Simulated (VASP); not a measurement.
# Mg (Fm-3m) in VASP: notebook

The runs below take Mg through single point, with PBE.

All numbers are computed with VASP 6.6.1; they aren't measurements. Logs are shortened: lines on timing, memory, paths and dates and some standing lists are left out, and cuts for length are marked.

## (1) The cell of the first run

The structure is cubic, space group Fm-3m (No. 225). The conventional cell has a = 5.255 Å, b = 5.255 Å, c = 5.255 Å, α = 90.00°, β = 90.00°, γ = 90.00°. Within 4.9 Å of Mg (site symmetry m-3m) lie 12 Mg at 3.72 Å.

This isn't the form of Mg at room conditions, which is hcp.

## (2) Single point, PBE (Ba replaced by Mg, lengths x 0.793, strained)

File INCAR:

```
  PREC = Accurate
  ENCUT = 520
  EDIFF = 1E-6
  ISMEAR = 0
  SIGMA = 0.1
  LREAL = F
  LASPH = T
  NELM = 60
  ALGO = Normal
  ISIF = 2
  LWAVE = F
  LCHARG = T
  GGA = PE
  LELF = T
  LVHAR = T
  NBANDS = 7
```

File KPOINTS:

```
regular mesh
0
Gamma
  14 14 14
```

File POSCAR:

```
Mg
1.0
    0.0000000000      2.6276957444      2.6276957444
    2.6276957444      0.0000000000      2.6276957444
    2.6276957444      2.6276957444      0.0000000000
Mg
1
Direct
    0.0000000000      0.0000000000      0.0000000000
```

Potentials or basis: VASP PAW PBE potentials, release 64 (Mg).

Started as:

```
$ cat potpaw_PBE.64/Mg/POTCAR > POTCAR
$ mpirun -np 1 vasp_std > vasp.out
```

OUTCAR:

```text
PREC = Accurate
   ENCUT = 520
   EDIFF = 1E-6
   ISMEAR = 0
   LREAL = F
   LASPH = T
   NELM = 60
   ISIF = 2
   GGA = PE

 ion  position               nearest neighbor table
   1  0.000  0.000  0.000-

  LATTYP: Found a face centered cubic cell.
 ALAT       =     5.2553914888

  Lattice vectors:

 A1 = (   0.0000000000,   2.6276957444,   2.6276957444)
 A2 = (   2.6276957444,   0.0000000000,   2.6276957444)
 A3 = (   2.6276957444,   2.6276957444,   0.0000000000)

Analysis of symmetry for initial positions (statically):
=====================================================================
 Subroutine PRICEL returns:
 Original cell was already a primitive cell.

 Routine SETGRP: Setting up the symmetry group for a
 face centered cubic supercell.

 Subroutine GETGRP returns: Found 48 space group operations
 (whereof 48 operations were pure point group operations)
 out of a pool of 48 trial point group operations.

The static configuration has the point symmetry O_h .

Analysis of symmetry for dynamics (positions and initial velocities):
=====================================================================
 Subroutine PRICEL returns:
 Original cell was already a primitive cell.

 Routine SETGRP: Setting up the symmetry group for a
 face centered cubic supercell.

 Subroutine GETGRP returns: Found 48 space group operations
 (whereof 48 operations were pure point group operations)
 out of a pool of 48 trial point group operations.

The dynamic configuration has the point symmetry O_h .

 Subroutine INISYM returns: Found 48 space group operations
 (whereof 48 operations are pure point group operations),
 and found     1 'primitive' translations

----------------------------------------------------------------------------------------

                                     Primitive cell

  volume of cell :      36.2873

  direct lattice vectors                    reciprocal lattice vectors
     0.000000000  2.627695744  2.627695744    -0.190280782  0.190280782  0.190280782
     2.627695744  0.000000000  2.627695744     0.190280782 -0.190280782  0.190280782
     2.627695744  2.627695744  0.000000000     0.190280782  0.190280782 -0.190280782

  length of vectors
     3.716122960  3.716122960  3.716122960     0.329575981  0.329575981  0.329575981

  position of ions in fractional coordinates (direct lattice)
     0.000000000  0.000000000  0.000000000

  ion indices of the primitive-cell ions
   primitive index   ion index
                 1           1

----------------------------------------------------------------------------------------

 KPOINTS: regular mesh

Automatic generation of k-mesh.
 Grid dimensions read from file:
 generate k-points for:   14   14   14

 Generating k-lattice:

  Cartesian coordinates                     Fractional coordinates (reciprocal lattice)
    -0.013591484  0.013591484  0.013591484     0.071428571  0.000000000  0.000000000
     0.013591484 -0.013591484  0.013591484     0.000000000  0.071428571  0.000000000
     0.013591484  0.013591484 -0.013591484     0.000000000  0.000000000  0.071428571

  Length of vectors
     0.023541142  0.023541142  0.023541142

  Shift w.r.t. Gamma in fractional coordinates (k-lattice)
     0.000000000  0.000000000  0.000000000

 Subroutine IBZKPT returns following result:
 ===========================================

 Found    104 irreducible k-points:

 Following reciprocal coordinates:
            Coordinates               Weight
  0.000000  0.000000  0.000000      1.000000
  0.071429  0.000000  0.000000      8.000000
  0.142857  0.000000  0.000000      8.000000
  0.214286  0.000000  0.000000      8.000000
  0.285714  0.000000  0.000000      8.000000
  0.357143  0.000000  0.000000      8.000000
[... 16 lines left out ...]
  0.214286  0.142857  0.000000     24.000000
  0.285714  0.142857  0.000000     24.000000
 [... further k-points ...]
   k-points           NKPTS =    104   k-points in BZ     NKDIM =    104   number of bands    NBANDS=      7
   number of dos      NEDOS =    301   number of ions     NIONS =      1
   total plane-waves  NPLWV =  21952
   dimension x,y,z NGX =    28 NGY =   28 NGZ =   28
   dimension x,y,z NGXF=    56 NGYF=   56 NGZF=   56
   ions per type =               1
   NGX,Y,Z   is equivalent  to a cutoff of  12.53, 12.53, 12.53 a.u.
   NGXF,Y,Z  is equivalent  to a cutoff of  25.05, 25.05, 25.05 a.u.
 SYSTEM =  unknown system
   PREC   = accura    normal or accurate (medium, high low for compatibility)
   ISTART =      0    job   : 0-new  1-cont  2-samecut
   ICHARG =      2    charge: 1-file 2-atom 10-const
   ISPIN  =      1    spin polarized calculation?
   LNONCOLLINEAR =      F non collinear calculations
   LSORBIT =      F    spin-orbit coupling
   LASPH  =      T    aspherical Exc in radial PAW
   ENCUT  =  520.0 eV  38.22 Ry    6.18 a.u.   6.91  6.91  6.91*2*pi/ulx,y,z
   NELM   =     60;   NELMIN=  2; NELMDL= -5     # of ELM steps
   EDIFF  = 0.1E-05   stopping-criterion for ELM
   LREAL  =      F    real-space projection
[... 7 lines left out ...]
   TEBEG  =    0.0;   TEEND  =   0.0 temperature during run
   PSTRESS=    0.0 pullay stress
   NELECT =       2.0000    total number of electrons
   NUPDOWN=      -1.0000    fix difference up-down
   EMIN   =  10.00;   EMAX   =-10.00  energy-range for DOS
   EFERMI =   0.00;   METHOD = LEGACY
   ISMEAR =     0;   SIGMA  =   0.10  broadening in eV -4-tet -1-fermi 0-gaus
   EFERMI_NEDOS =   21; number of points for ismear=-14 and -15
   IALGO  =     38    algorithm
   IMIX   =      4    mixing-type and parameters
     AMIX     =   0.40;   BMIX     =  1.00
     AMIX_MAG =   1.60;   BMIX_MAG =  1.00
  volume/ion in A,a.u.               =      36.29       244.88
  Fermi-wavevector in a.u.,A,eV,Ry     =   0.623017  1.177331  5.281100  0.388150
  Thomas-Fermi vector in A             =   1.683076
   LORBIT       =      0    0 simple, 1 ext, 2 COOP (PROOUT), +10 PAW based schemes
   GGA     = PE    functional components
   LHFCALC =     F    Hartree Fock is set to
   AEXX    =    0.0000 exact exchange contribution
   IVDW    =     0    specifies the selected vdW correction
   LEPSILON=     F    determine dielectric tensor
   LRPA    =     F    only Hartree local field effects (RPA)
 non-spin polarized calculation
 Gauss-broadening in eV      SIGMA  =   0.10
  energy-cutoff  :      520.00
  volume of cell :       36.29
 maximum number of plane-waves:       990
   NGX = 13   NGY = 13   NGZ = 13

 number of electron       2.0000000 magnetization

 Free energy of the ion-electron system (eV)
  ---------------------------------------------------
  ext. energy  EPLUGINS =         0.00000000
  ---------------------------------------------------
  free energy    TOTEN  =        -1.11798103 eV

  energy without entropy =       -1.11645637  energy(sigma->0) =       -1.11721870

 E-fermi :   0.6687     XC(G=0):  -7.1775

 val. band max:        0.6397303695   @ k =   0.5000   0.5000   0.0000
 cond. band min:       0.7100853198   @ k =   0.4286   0.0000   0.0000
 fundamental gap:      0.0703549503
 Fermi energy:         0.6686939331

 k-point     1 :       0.0000    0.0000    0.0000
  band No.  band energies     occupation
      1      -4.5441      2.00000
      2      10.4121      0.00000
      3      10.4121      0.00000
      4      10.4121      0.00000
      5      10.4748      0.00000
      6      10.4748      0.00000
      7      10.4748      0.00000

 k-point     2 :       0.0714    0.0000    0.0000
  band No.  band energies     occupation
      1      -4.4609      2.00000
      2       8.7709      0.00000
      3       9.8295      0.00000
      4       9.8295      0.00000
      5      11.0844      0.00000
      6      11.1804      0.00000
      7      11.1804      0.00000

 k-point     3 :       0.1429    0.0000    0.0000
  band No.  band energies     occupation
      1      -4.2116      2.00000
      2       6.9506      0.00000
      3       9.3569      0.00000
      4       9.3569      0.00000
      5      10.9735      0.00000
      6      11.9161      0.00000
      7      11.9161      0.00000

 k-point     4 :       0.2143    0.0000    0.0000
  band No.  band energies     occupation
      1      -3.7970      2.00000
      2       5.1990      0.00000
      3       9.0276      0.00000
      4       9.0276      0.00000
      5      10.7897      0.00000
      6      11.7930      0.00000
      7      11.7930      0.00000

 k-point     5 :       0.2857    0.0000    0.0000
  band No.  band energies     occupation
      1      -3.2189      2.00000
      2       3.5637      0.00000
      3       8.8401      0.00000
      4       8.8401      0.00000
      5      10.6806      0.00000
      6      11.0652      0.00000
      7      11.0652      0.00000

 k-point     6 :       0.3571    0.0000    0.0000
  band No.  band energies     occupation
      1      -2.4798      2.00000
      2       2.0632      0.00000
      3       8.7865      0.00000
      4       8.7865      0.00000
      5      10.4037      0.00000
      6      10.4037      0.00000
      7      10.6899      0.00000

 k-point     7 :       0.4286    0.0000    0.0000
  band No.  band energies     occupation
      1      -1.5854      2.00000
      2       0.7101      0.55830
      3       8.8387      0.00000
      4       8.8387      0.00000
      5       9.9134      0.00000
      6       9.9134      0.00000
      7      10.8201      0.00000
[... 121 lines left out ...]
 k-point    20 :      -0.1429    0.0714    0.0000
  band No.  band energies     occupation
      1      -4.0179      2.00000
      2       6.4118      0.00000
      3       7.8266      0.00000
      4      10.1346      0.00000
      5      11.2788      0.00000
      6      11.4211      0.00000
      7      12.3522      0.00000

 k-point    21 :      -0.0714    0.0714    0.0000
  band No.  band energies     occupation
      1      -4.3223      2.00000
      2       8.1004      0.00000
      3       8.3478      0.00000
      4      10.5166      0.00000
      5      10.6904      0.00000
      6      11.3675      0.00000
      7      12.0098      0.00000

 k-point    22 :       0.1429    0.1429    0.0000
  band No.  band energies     occupation
      1      -4.1008      2.00000
      2       8.0854      0.00000
      3       8.0854      0.00000
      4       8.6163      0.00000
      5       9.2751      0.00000
      6      10.8831      0.00000
      7      13.4425      0.00000

 k-point    23 :       0.2143    0.1429    0.0000
  band No.  band energies     occupation
      1      -3.7968      2.00000
      2       6.5916      0.00000
      3       7.6635      0.00000
      4       8.5014      0.00000
      5       9.2930      0.00000
      6      10.1036      0.00000
      7      13.7286      0.00000

 k-point    24 :       0.2857    0.1429    0.0000
  band No.  band energies     occupation
      1      -3.3283      2.00000
      2       4.9055      0.00000
      3       7.3895      0.00000
      4       8.1569      0.00000
      5       8.7226      0.00000
      6      10.8339      0.00000
      7      13.5810      0.00000

 [... further k-points ...]

------------------------ aborting loop because EDIFF is reached ----------------------------------------

  FORCE on cell =-STRESS in cart. coord.  units (eV):
  Direction    XX          YY          ZZ          XY          YZ          ZX
  --------------------------------------------------------------------------------------
  -------------------------------------------------------------------------------------
  Total       -1.3899228     -1.3899228     -1.3899228      0.0000000     -0.0000000      0.0000000
  in kB      -61.3685741    -61.3685741    -61.3685741      0.0000000     -0.0000000      0.0000000
  external PRESSURE =     -61.3685741 kB  Pullay stress =       0.0000000 kB

 VOLUME and BASIS-vectors are now :
 -----------------------------------------------------------------------------
  energy-cutoff  :      520.00
  volume of cell :       36.29
      direct lattice vectors                 reciprocal lattice vectors
     0.000000000  2.627695744  2.627695744    -0.190280782  0.190280782  0.190280782
     2.627695744  0.000000000  2.627695744     0.190280782 -0.190280782  0.190280782
     2.627695744  2.627695744  0.000000000     0.190280782  0.190280782 -0.190280782

 POSITION                                       TOTAL-FORCE (eV/Angst)
 -----------------------------------------------------------------------------------
      0.00000      0.00000      0.00000        -0.000000     -0.000000      0.000000
 -----------------------------------------------------------------------------------
    total drift:                                0.000000      0.000000     -0.000000

  FREE ENERGIE OF THE ION-ELECTRON SYSTEM (eV)
  ---------------------------------------------------
  free  energy   TOTEN  =        -1.1179810257 eV

  energy  without entropy=       -1.1164563657  energy(sigma->0) =       -1.11721870
```

It took 8.2 s on 1 thread of Intel Xeon 6975P-C (Granite Rapids), shared host; peak memory 0.17 GiB.

Results:

```
Free energy            : -1.1180 eV
Pressure               : -6.1 GPa
Band gap on the k mesh : zero (bands 1 and 2 overlap by 1.92 eV)
```

Caveat: the cell differs from its parent crystal (Ba replaced by Mg, lengths x 0.793, strained); the cell stands under tension.

[end of part 1 of 2]

The gap in the log of VASP goes by the Fermi energy; the results here count the filled bands.